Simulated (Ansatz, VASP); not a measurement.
## Two plane-wave programs on SnSe2

```
CELL_PARAMETERS angstrom
3.81100 0.00000 0.00000
-1.90550 3.05289 0.00000
0.00000 0.00000 6.13700
ATOMIC_POSITIONS crystal
Sn 0.00000 0.00000 0.00000
Se 0.33333 0.66667 0.25000
Se 0.66667 0.33333 0.75000
```

Change from the starting cell: strain -0.0750 x Voigt [0, 1, 0, 0, 0, 0], atoms carried along.

Alike in both runs: task single point; functional PBEsol; k mesh 12 × 12 × 6; occupations gaussian, width 0.05 eV; no spin polarisation.

```csv
,VASP,Ansatz
version,VASP 6.6.1,Ansatz 0.2.0
potentials or method,"VASP PAW PBE potentials, release 64 (Sn_d, Se), cutoff 520 eV","scalar-relativistic, plane waves, PAW"
valence electrons in the cell,26,46
```

|  | VASP | Ansatz | Ansatz less VASP |
| --- | --- | --- | --- |
| gap on the k mesh at the Fermi level (eV) | 0.26 | 0.27 | +0.004 |
| least direct gap on the mesh (eV) | 1.27 | 1.27 | +0.005 |
| pressure (GPa) | 9.8 | 9.7 | -0.18 |
| traceless stress, the component that is largest in VASP (GPa) | 4.14 | 4.15 | +0.011 |
| rms of the force components (eV/Å) | 0.582 | 0.568 | -0.0139 |

VASP's potentials were made for PBE, not for PBEsol. Atom by atom the forces differ by 0.014 eV/Å (rms over components). VASP's potentials hold 26 valence electrons a cell and Ansatz's 46, so a difference there can come from the potentials and not from the codes.
